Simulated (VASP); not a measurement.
# Cd (Fm-3m) in VASP: notebook, part 2 of 2

VASP 6.6.1.

## (4) Single point, PBE

INCAR

```
  PREC = Accurate
  ENCUT = 520
  EDIFF = 1E-6
  ISMEAR = -1
  SIGMA = 0.01
  LREAL = F
  LASPH = T
  NELM = 60
  ALGO = Fast
  ISIF = 2
  LWAVE = F
  LCHARG = F
  GGA = PE
  NBANDS = 12
```

KPOINTS

```
regular mesh
0
Gamma
  10 10 10
```

POSCAR

```
Cd
1.0
    0.0000000000      2.2181497500      2.2181497500
    2.2181497500      0.0000000000      2.2181497500
    2.2181497500      2.2181497500      0.0000000000
Cd
1
Direct
    0.0000000000      0.0000000000      0.0000000000
```

Potentials or basis: VASP PAW PBE potentials, release 64 (Cd).

Run with:

```
> cat potpaw_PBE.64/Cd/POTCAR > POTCAR
> mpirun -np 1 vasp_std > vasp.out
```

OUTCAR:

```text
PREC = Accurate
   ENCUT = 520
   EDIFF = 1E-6
   ISMEAR = -1
   LREAL = F
   LASPH = T
   NELM = 60
   ISIF = 2
   GGA = PE

 ion  position               nearest neighbor table
   1  0.000  0.000  0.000-

  LATTYP: Found a face centered cubic cell.
 ALAT       =     4.4362995000

  Lattice vectors:

 A1 = (   0.0000000000,   2.2181497500,   2.2181497500)
 A2 = (   2.2181497500,   0.0000000000,   2.2181497500)
 A3 = (   2.2181497500,   2.2181497500,   0.0000000000)

Analysis of symmetry for initial positions (statically):
=====================================================================
 Subroutine PRICEL returns:
 Original cell was already a primitive cell.

 Routine SETGRP: Setting up the symmetry group for a
 face centered cubic supercell.

 Subroutine GETGRP returns: Found 48 space group operations
 (whereof 48 operations were pure point group operations)
 out of a pool of 48 trial point group operations.

The static configuration has the point symmetry O_h .

Analysis of symmetry for dynamics (positions and initial velocities):
=====================================================================
 Subroutine PRICEL returns:
[... 169 lines left out ...]
      6      -5.8428      2.00000
      7      16.7360      0.00000
      8      17.7936      0.00000
      9      17.7936      0.00000
     10      17.7936      0.00000
     11      21.1619      0.00000
     12      21.1619      0.00000
[... 331 lines left out ...]
 k-point    24 :       0.4000    0.3000    0.0000
  band No.  band energies     occupation
      1      -6.7675      2.00000
      2      -6.6009      2.00000
      3      -5.7091      2.00000
      4      -5.6754      2.00000
      5      -5.4911      2.00000
      6      -1.2759      2.00000
      7       8.6674      0.00000
      8       9.5346      0.00000
      9      10.9109      0.00000
     10      14.2702      0.00000
     11      16.1669      0.00000
     12      27.0485      0.00000

 [... further k-points ...]

------------------------ aborting loop because EDIFF is reached ----------------------------------------

  FORCE on cell =-STRESS in cart. coord.  units (eV):
  Direction    XX          YY          ZZ          XY          YZ          ZX
  --------------------------------------------------------------------------------------
  -------------------------------------------------------------------------------------
  Total        0.3718645      0.3718645      0.3718645      0.0000000     -0.0000000      0.0000000
  in kB       27.2956021     27.2956021     27.2956021      0.0000000     -0.0000000      0.0000000
  external PRESSURE =      27.2956021 kB  Pullay stress =       0.0000000 kB

 VOLUME and BASIS-vectors are now :
 -----------------------------------------------------------------------------
  energy-cutoff  :      520.00
  volume of cell :       21.83
      direct lattice vectors                 reciprocal lattice vectors
     0.000000000  2.218149750  2.218149750    -0.225413095  0.225413095  0.225413095
     2.218149750  0.000000000  2.218149750     0.225413095 -0.225413095  0.225413095
     2.218149750  2.218149750  0.000000000     0.225413095  0.225413095 -0.225413095

 POSITION                                       TOTAL-FORCE (eV/Angst)
 -----------------------------------------------------------------------------------
      0.00000      0.00000      0.00000         0.000000     -0.000000      0.000000
 -----------------------------------------------------------------------------------
    total drift:                               -0.000000      0.000000      0.000000

  FREE ENERGIE OF THE ION-ELECTRON SYSTEM (eV)
  ---------------------------------------------------
  free  energy   TOTEN  =        -0.7311775826 eV

  energy  without entropy=       -0.7309557494  energy(sigma->0) =       -0.73106667
```

OSZICAR:

```text
N       E                     dE             d eps       ncg     rms          rms(c)
DAV:   1     0.666400724846E+02    0.66640E+02   -0.70739E+03  1232   0.991E+02
DAV:   2     0.404286369544E+00   -0.66236E+02   -0.62995E+02  1224   0.232E+02
DAV:   3    -0.774626171817E+00   -0.11789E+01   -0.11783E+01  1336   0.349E+01
DAV:   4    -0.776076815737E+00   -0.14506E-02   -0.14506E-02  1288   0.118E+00
DAV:   5    -0.776080303273E+00   -0.34875E-05   -0.34879E-05  1364   0.587E-02    0.310E+00
RMM:   6    -0.733022557773E+00    0.43058E-01   -0.76914E-02  1156   0.293E+00    0.247E+00
RMM:   7    -0.730983788333E+00    0.20388E-02   -0.63908E-03  1198   0.747E-01    0.122E+00
RMM:   8    -0.731141564484E+00   -0.15778E-03   -0.15918E-03  1195   0.599E-01    0.797E-02
RMM:   9    -0.731170223293E+00   -0.28659E-04   -0.73452E-05  1257   0.987E-02    0.462E-02
RMM:  10    -0.731178047553E+00   -0.78243E-05   -0.25255E-05  1254   0.738E-02    0.791E-03
RMM:  11    -0.731177582558E+00    0.46500E-06   -0.22566E-06   997   0.161E-02
   1 F= -.73117758E+00 E0= -.73106667E+00  d E =-.221833E-03
```

Wall time 16 s (1 thread of Intel Xeon 8259CL, shared host); peak memory 0.14 GiB.

Results:

```
Free energy            : -0.7312 eV
Pressure               : 2.7 GPa
Band gap on the k mesh : zero (band 6 reaches 3.98 eV, above the bottom of band 7 at 1.52 eV)
```

Levels at points of the mesh, in eV from the Fermi level:
```tsv
k point	band 3	band 4	band 5	band 6	band 7	band 8	band 9	band 10
(0.00, 0.00, 0.00)	-9.24	-8.90	-8.79	-8.79	13.79	14.85	14.85	14.85
(0.50, 0.00, 0.00)	-9.24	-8.42	-8.42	-2.43	-1.43	12.44	12.44	12.89
(0.50, 0.50, 0.00)	-8.44	-8.32	-8.32	-0.91	1.28	6.68	6.68	10.94
```

## (5) The runs side by side

| task | level | potentials or basis | cell | cutoff (eV) | smearing | gap on the mesh (eV) | pressure (GPa) |
| --- | --- | --- | --- | --- | --- | --- | --- |
| relaxation of cell and atoms | LDA | VASP PAW LDA potentials, release 64 (Cd) | relaxed from a = 3.137 Å, angles 60.0°, 1 atom | 600 | methfessel-paxton 0.2 eV | none | 0.0 |
| single point | PBE | VASP PAW PBE potentials, release 64 (Cd) | a = 3.137 Å, angles 60.0°, 1 atom | 520 | fermi-dirac 0.025 eV | none | 2.7 |
| single point | PBE | VASP PAW PBE potentials, release 64 (Cd) | a = 3.137 Å, angles 60.0°, 1 atom | 520 | fermi-dirac 0.01 eV | none | 2.7 |

Alike in all rows: no spin polarisation; k mesh 10 × 10 × 10.

Total energies depend on the potentials used, so only differences within one code and one set of settings carry meaning.
